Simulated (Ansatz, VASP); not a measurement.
B: VASP beside Ansatz

```
B
1.0
     4.17344    0.00000    0.00000
    -2.08672    3.61430    0.00000
     0.00000    0.00000    3.15655
B
6
Direct
  0.00000 0.42506 0.33333
  0.00000 0.57494 0.83333
  0.42506 0.00000 0.00000
  0.42506 0.42506 0.16667
  0.57494 0.00000 0.50000
  0.57494 0.57494 0.66667
```

Alike in both runs: functional PBE; k mesh 6 × 6 × 6; occupations gaussian, width 0.1 eV; no spin polarisation.

Ansatz relaxed the structure, and its values are those at the end. VASP's run is a single point on that final structure, the one shown.

|  | VASP | Ansatz |
| --- | --- | --- |
| version | VASP 6.6.1 | Ansatz 0.2.0 |
| potentials or method | VASP PAW PBE potentials, release 64 (B), cutoff 520 eV | scalar-relativistic, plane waves, PAW |
| valence electrons in the cell | 18 | 18 |

|  | VASP | Ansatz | Ansatz less VASP |
| --- | --- | --- | --- |
| gap on the k mesh at the Fermi level (eV) | none | none | - |
| pressure (GPa) | 0.0 | 0.0 | +0.02 |

A gap of «none» marks a metal or a gap that the smearing closes. With one functional, cell and mesh, what is left measures potentials, basis and numerics.
